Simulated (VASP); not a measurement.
# Ni: single point with PBE

Crystal: Ni.

```
Ni
1.0
     0.00000    1.72597    1.72597
     1.72597    0.00000    1.72597
     1.72597    1.72597    0.00000
Ni
1
Cartesian
  0.0000 0.0000 0.0000
```

- Program: VASP 6.6.1
- Task: single point
- Functional: PBE
- Potentials or basis: VASP PAW PBE potentials, release 64 (Ni)
- Cutoff: 520 eV
- k mesh: 14 × 14 × 14
- Occupations: methfessel-paxton, width 0.3 eV
- Spin: collinear spin, ferromagnetic start
- Starting moments: [1.5] μB
- Dipole correction: no
- Further INCAR settings: ALGO = Normal; EDIFF = 1e-07; NBANDS = 15

| Quantity | Value |
| --- | --- |
| Pressure | 12.7 GPa |
| Net moment | 0.58 μB per cell |
| Site moments | Ni +0.59 μB |
| Valence electrons inside the program's atomic spheres | Ni 9.42 |

Levels at points of the mesh, in eV from the Fermi level:
Spin up:
```
           k point  band 2  band 3  band 4  band 5  band 6  band 7  band 8  band 9
(0.00, 0.00, 0.00)   -2.54   -2.54   -2.54   -1.27   -1.27   24.22   28.53   28.53
(0.50, 0.00, 0.00)   -2.53   -2.53   -0.55   -0.55   -0.38    6.11   22.68   25.70
(0.50, 0.50, 0.00)   -4.47   -0.50   -0.40   -0.40    2.50    9.76   15.38   15.38
```
Spin down:
```csv
k point,band 3,band 4,band 5,band 6,band 7,band 8
"(0.00, 0.00, 0.00)",-1.83,-1.83,-0.72,-0.72,24.06,28.50
"(0.50, 0.00, 0.00)",-1.95,-0.44,0.17,0.17,6.51,22.54
"(0.50, 0.50, 0.00)",0.08,0.42,0.42,2.46,9.99,15.38
```

Run time: 15 s on 1 thread of Intel(R) Xeon(R) 6975P-C (Granite Rapids) (shared host), peak memory 0.14 GiB.
